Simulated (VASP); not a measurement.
# MgCdSe2 (R-3m) in VASP: further runs

Runs on MgCdSe2. Level: PBE. Tasks: single point, relaxation of cell and atoms.

Everything below comes from runs of VASP 6.6.1. Logs are shortened: lines on timing, memory, paths and dates and some standing lists are left out, and cuts for length are marked.

## Step 1: The cell of the first run

The structure is trigonal, space group R-3m (No. 166). The conventional cell has a = 3.980 Å, b = 3.980 Å, c = 19.476 Å, α = 90.00°, β = 90.00°, γ = 120.00°. Within 3.7 Å of Mg (site symmetry -3m) lie 6 Se at 2.78 Å. Cd (site symmetry -3m) has 6 Se at 2.85 Å within 3.8 Å. Within 3.7 Å of Se (site symmetry 3m) lie 3 Mg at 2.78 Å and 3 Cd at 2.85 Å.

## Step 2: Single point, PBE

Contents of INCAR:

```
SYSTEM = MgCdSe2
PREC = Accurate ; ENCUT = 520
EDIFF = 1E-6 ; ISMEAR = 0
SIGMA = 0.1 ; LREAL = .FALSE.
LASPH = .TRUE. ; NELM = 80
ALGO = Normal ; ISIF = 2
LWAVE = .FALSE. ; LCHARG = .FALSE.
GGA = PE ; NBANDS = 21
```

Contents of KPOINTS:

```
regular mesh
0
G
  6 6 6
  0 0 0
```

Contents of POSCAR:

```
MgCdSe2
1.0
    1.9897740167      1.1487965642      6.4920307366
   -1.9897740167      1.1487965642      6.4920307366
    0.0000000000     -2.2975931283      6.4920307366
Mg Cd Se
1 1 2
Direct
    0.5000000000      0.5000000000      0.5000000000
    0.0000000000      0.0000000000      0.0000000000
    0.2465939167      0.2465939167      0.2465939167
    0.7534060833      0.7534060833      0.7534060833
```

Potentials or basis: VASP PAW PBE potentials, release 64 (Mg, Cd, Se).

On the command line:

```console
$ cat potpaw_PBE.64/Mg/POTCAR potpaw_PBE.64/Cd/POTCAR potpaw_PBE.64/Se/POTCAR > POTCAR
$ mpirun -np 1 vasp_std > vasp.out
```

OUTCAR:

```text
SYSTEM = MgCdSe2
   PREC = Accurate
   ENCUT = 520
   EDIFF = 1E-6
   ISMEAR = 0
   LREAL = .FALSE.
   LASPH = .TRUE.
   NELM = 80
   ISIF = 2
   GGA = PE

 ion  position               nearest neighbor table
   1  0.500  0.500  0.500-   3 2.78   4 2.78   3 2.78   3 2.78   4 2.78   4 2.78
   2  0.000  0.000  0.000-   4 2.85   3 2.85   4 2.85   4 2.85   3 2.85   3 2.85
   3  0.247  0.247  0.247-   1 2.78   1 2.78   1 2.78   2 2.85   2 2.85   2 2.85
   4  0.753  0.753  0.753-   1 2.78   1 2.78   1 2.78   2 2.85   2 2.85   2 2.85

  LATTYP: Found a trigonal (rhomboedric) cell.
 ALAT       =     6.8866099983
 COS(alpha) =     0.8330345821

  Lattice vectors:

 A1 = (   1.9897740167,   1.1487965642,   6.4920307366)
 A2 = (  -1.9897740167,   1.1487965642,   6.4920307366)
 A3 = (   0.0000000000,  -2.2975931283,   6.4920307366)

Analysis of symmetry for initial positions (statically):
=====================================================================
 Subroutine PRICEL returns:
 Original cell was already a primitive cell.

 Routine SETGRP: Setting up the symmetry group for a
 trigonal (rhombohedral) supercell.

 Subroutine GETGRP returns: Found 12 space group operations
 (whereof 12 operations were pure point group operations)
 out of a pool of 12 trial point group operations.

The static configuration has the point symmetry D_3d.

Analysis of symmetry for dynamics (positions and initial velocities):
=====================================================================
 Subroutine PRICEL returns:
 Original cell was already a primitive cell.

 Routine SETGRP: Setting up the symmetry group for a
 trigonal (rhombohedral) supercell.

 Subroutine GETGRP returns: Found 12 space group operations
 (whereof 12 operations were pure point group operations)
 out of a pool of 12 trial point group operations.

The dynamic configuration has the point symmetry D_3d.

 Subroutine INISYM returns: Found 12 space group operations
 (whereof 12 operations are pure point group operations),
 and found     1 'primitive' translations

----------------------------------------------------------------------------------------

                                     Primitive cell

  volume of cell :      89.0387

  direct lattice vectors                    reciprocal lattice vectors
     1.989774017  1.148796564  6.492030737     0.251284817  0.145079357  0.051345002
    -1.989774017  1.148796564  6.492030737    -0.251284817  0.145079357  0.051345002
     0.000000000 -2.297593128  6.492030737     0.000000000 -0.290158714  0.051345002

  length of vectors
     6.886609998  6.886609998  6.886609998     0.294666572  0.294666572  0.294666572

  position of ions in fractional coordinates (direct lattice)
     0.500000000  0.500000000  0.500000000
     0.000000000  0.000000000  0.000000000
     0.246593917  0.246593917  0.246593917
     0.753406083  0.753406083  0.753406083

  ion indices of the primitive-cell ions
   primitive index   ion index
                 1           1
                 2           2
                 3           3
                 4           4

----------------------------------------------------------------------------------------

 KPOINTS: regular mesh

Automatic generation of k-mesh.
 Grid dimensions read from file:
 generate k-points for:    6    6    6

 Generating k-lattice:

  Cartesian coordinates                     Fractional coordinates (reciprocal lattice)
     0.041880803  0.024179893  0.008557500     0.166666667  0.000000000  0.000000000
    -0.041880803  0.024179893  0.008557500     0.000000000  0.166666667  0.000000000
     0.000000000 -0.048359786  0.008557500    -0.000000000 -0.000000000  0.166666667

  Length of vectors
     0.049111095  0.049111095  0.049111095

  Shift w.r.t. Gamma in fractional coordinates (k-lattice)
     0.000000000  0.000000000  0.000000000

 Subroutine IBZKPT returns following result:
 ===========================================

 Found     32 irreducible k-points:

 Following reciprocal coordinates:
            Coordinates               Weight
  0.000000  0.000000  0.000000      1.000000
  0.166667 -0.000000 -0.000000      6.000000
  0.333333  0.000000  0.000000      6.000000
  0.500000 -0.000000 -0.000000      3.000000
  0.166667  0.166667 -0.000000      6.000000
  0.333333  0.166667 -0.000000     12.000000
[... 16 lines left out ...]
  0.500000  0.500000  0.166667      6.000000
 -0.333333  0.500000  0.166667     12.000000
 [... further k-points ...]
   k-points           NKPTS =     32   k-points in BZ     NKDIM =     32   number of bands    NBANDS=     21
   number of dos      NEDOS =    301   number of ions     NIONS =      4
   total plane-waves  NPLWV = 157464
   dimension x,y,z NGX =    54 NGY =   54 NGZ =   54
   dimension x,y,z NGXF=   108 NGYF=  108 NGZF=  108
   ions per type =               1   1   2
   NGX,Y,Z   is equivalent  to a cutoff of  13.04, 13.04, 13.04 a.u.
   NGXF,Y,Z  is equivalent  to a cutoff of  26.07, 26.07, 26.07 a.u.
 SYSTEM =  MgCdSe2
   PREC   = accura    normal or accurate (medium, high low for compatibility)
   ISTART =      0    job   : 0-new  1-cont  2-samecut
   ICHARG =      2    charge: 1-file 2-atom 10-const
   ISPIN  =      1    spin polarized calculation?
   LNONCOLLINEAR =      F non collinear calculations
   LSORBIT =      F    spin-orbit coupling
   LASPH  =      T    aspherical Exc in radial PAW
   ENCUT  =  520.0 eV  38.22 Ry    6.18 a.u.  12.80 12.80 12.80*2*pi/ulx,y,z
   NELM   =     80;   NELMIN=  2; NELMDL= -5     # of ELM steps
   EDIFF  = 0.1E-05   stopping-criterion for ELM
   LREAL  =      F    real-space projection
   EDIFFG = 0.1E-04   stopping-criterion for IOM
   NSW    =      0    number of steps for IOM
   IBRION =     -1    ionic relax: 0-MD 1-quasi-New 2-CG
   NFREE  =      0    steps in history (QN), initial steepest desc. (CG)
   ISIF   =      2    stress and relaxation
   ISYM   =      2    0-nonsym 1-usesym 2-fastsym
   POTIM  = 0.5000    time-step for ionic-motion
   TEBEG  =    0.0;   TEEND  =   0.0 temperature during run
   PSTRESS=    0.0 pullay stress
   NELECT =      26.0000    total number of electrons
   NUPDOWN=      -1.0000    fix difference up-down
   EMIN   =  10.00;   EMAX   =-10.00  energy-range for DOS
   EFERMI =   0.00;   METHOD = LEGACY
   ISMEAR =     0;   SIGMA  =   0.10  broadening in eV -4-tet -1-fermi 0-gaus
   EFERMI_NEDOS =   21; number of points for ismear=-14 and -15
   IALGO  =     38    algorithm
   IMIX   =      4    mixing-type and parameters
     AMIX     =   0.40;   BMIX     =  1.00
     AMIX_MAG =   1.60;   BMIX_MAG =  1.00
  volume/ion in A,a.u.               =      22.26       150.22
  Fermi-wavevector in a.u.,A,eV,Ry     =   1.086108  2.052447 16.049851  1.179631
  Thomas-Fermi vector in A             =   2.222237
   LORBIT       =      0    0 simple, 1 ext, 2 COOP (PROOUT), +10 PAW based schemes
   GGA     = PE    functional components
   LHFCALC =     F    Hartree Fock is set to
   AEXX    =    0.0000 exact exchange contribution
   IVDW    =     0    specifies the selected vdW correction
   LEPSILON=     F    determine dielectric tensor
   LRPA    =     F    only Hartree local field effects (RPA)
 non-spin polarized calculation
 Gauss-broadening in eV      SIGMA  =   0.10
  energy-cutoff  :      520.00
  volume of cell :       89.04
 maximum number of plane-waves:      2437
 NGX is ok and might be reduce to    54
   NGX = 25   NGY = 25   NGZ = 25

 number of electron      25.9999998 magnetization

 Free energy of the ion-electron system (eV)
  ---------------------------------------------------
  ext. energy  EPLUGINS =         0.00000000
  ---------------------------------------------------
  free energy    TOTEN  =       -12.61268058 eV

  energy without entropy =      -12.61267994  energy(sigma->0) =      -12.61268026

 E-fermi :   2.8852     XC(G=0):  -9.7140

 val. band max:        2.5892098301   @ k =  -0.1667   0.1667   0.0000
 cond. band min:       3.1651378051   @ k =   0.5000   0.5000  -0.0000
 fundamental gap:      0.5759279750
 Fermi energy:         2.8852158085

 k-point     1 :       0.0000    0.0000    0.0000
  band No.  band energies     occupation
      1     -10.2092      2.00000
      2      -9.2149      2.00000
      3      -5.3326      2.00000
      4      -5.3326      2.00000
      5      -5.2902      2.00000
      6      -5.1361      2.00000
[... 13 lines left out ...]
     20      10.5401      0.00000
     21      11.0622      0.00000

 k-point     2 :       0.1667   -0.0000   -0.0000
  band No.  band energies     occupation
      1     -10.0210      2.00000
      2      -9.1825      2.00000
      3      -5.3055      2.00000
      4      -5.2997      2.00000
      5      -5.2285      2.00000
      6      -5.1410      2.00000
[... 13 lines left out ...]
     20      10.7292      0.00000
     21      10.9849      0.00000

 k-point     3 :       0.3333    0.0000    0.0000
  band No.  band energies     occupation
      1      -9.5864      2.00000
      2      -9.1128      2.00000
      3      -5.2888      2.00000
      4      -5.2833      2.00000
      5      -5.1765      2.00000
      6      -5.0767      2.00000
[... 13 lines left out ...]
     20      10.7508      0.00000
     21      11.0540      0.00000
[... 457 lines left out ...]
 k-point    23 :       0.5000    0.5000    0.1667
  band No.  band energies     occupation
      1      -9.4394      2.00000
      2      -9.2731      2.00000
      3      -5.2850      2.00000
      4      -5.2793      2.00000
      5      -5.1578      2.00000
      6      -5.0853      2.00000
[... 13 lines left out ...]
     20      11.3188      0.00000
     21      12.3796      0.00000

 k-point    24 :      -0.3333    0.5000    0.1667
  band No.  band energies     occupation
      1      -9.2649      2.00000
      2      -9.1441      2.00000
      3      -5.2599      2.00000
      4      -5.2463      2.00000
      5      -5.1445      2.00000
      6      -5.0744      2.00000
[... 13 lines left out ...]
     20      11.3726      0.00000
     21      11.7594      0.00000

 [... further k-points ...]

------------------------ aborting loop because EDIFF is reached ----------------------------------------

  FORCE on cell =-STRESS in cart. coord.  units (eV):
  Direction    XX          YY          ZZ          XY          YZ          ZX
  --------------------------------------------------------------------------------------
  -------------------------------------------------------------------------------------
  Total        0.1783395      0.1783395      0.1493919      0.0000000      0.0000000     -0.0000000
  in kB        3.2090711      3.2090711      2.6881829      0.0000000      0.0000000     -0.0000000
  external PRESSURE =       3.0354417 kB  Pullay stress =       0.0000000 kB

 VOLUME and BASIS-vectors are now :
 -----------------------------------------------------------------------------
  energy-cutoff  :      520.00
  volume of cell :       89.04
      direct lattice vectors                 reciprocal lattice vectors
     1.989774017  1.148796564  6.492030737     0.251284817  0.145079357  0.051345002
    -1.989774017  1.148796564  6.492030737    -0.251284817  0.145079357  0.051345002
     0.000000000 -2.297593128  6.492030737     0.000000000 -0.290158714  0.051345002

 POSITION                                       TOTAL-FORCE (eV/Angst)
 -----------------------------------------------------------------------------------
      0.00000      0.00000      9.73805        -0.000000     -0.000000     -0.000000
      0.00000      0.00000      0.00000         0.000000      0.000000     -0.000000
      0.00000      0.00000      4.80269         0.000000     -0.000000     -0.058617
      0.00000      0.00000     14.67341         0.000000      0.000000      0.058617
 -----------------------------------------------------------------------------------
    total drift:                                0.000000      0.000000      0.000000

  FREE ENERGIE OF THE ION-ELECTRON SYSTEM (eV)
  ---------------------------------------------------
  free  energy   TOTEN  =       -12.6126805783 eV

  energy  without entropy=      -12.6126799366  energy(sigma->0) =      -12.61268026
```

Run time: 1.9 min. Hardware: 1 thread of AMD EPYC 9R45 (Zen 5), shared host; peak memory 0.39 GiB.

Results:

```
Free energy            : -12.6127 eV
Pressure               : 0.3 GPa
Largest force          : 0.059 eV/Å
Band gap on the k mesh : 0.58 eV (least direct gap 0.78 eV)
```

Forces in eV/Å, atoms in the order of the input:
```
Mg   0.000  0.000  0.000
Cd   0.000  0.000  0.000
Se   0.000  0.000 -0.059
Se   0.000  0.000  0.059
```

Levels at points of the mesh, in eV from the valence-band top:
```tsv
k point	band 9	band 10	band 11	band 12	band 13	band 14	band 15	band 16	band 17	band 18
(0.00, 0.00, 0.00)	-0.31	-0.31	-0.28	-0.28	-0.28	1.18	3.43	5.67	5.67	6.92
(0.50, 0.00, 0.00)	-4.07	-2.27	-1.91	-1.30	-1.04	2.37	3.11	5.88	6.36	7.28
(0.50, 0.50, 0.00)	-4.06	-1.86	-1.84	-0.25	-0.21	0.58	3.40	4.75	5.67	5.67
(0.50, 0.50, 0.50)	-3.05	-0.59	-0.59	-0.01	-0.01	3.38	3.47	6.44	6.64	6.64
```

Caveat: semilocal functionals underestimate gaps, and a narrow one can read as zero. A k mesh can miss the band edges.

(Part 1 of 2 ends here.)
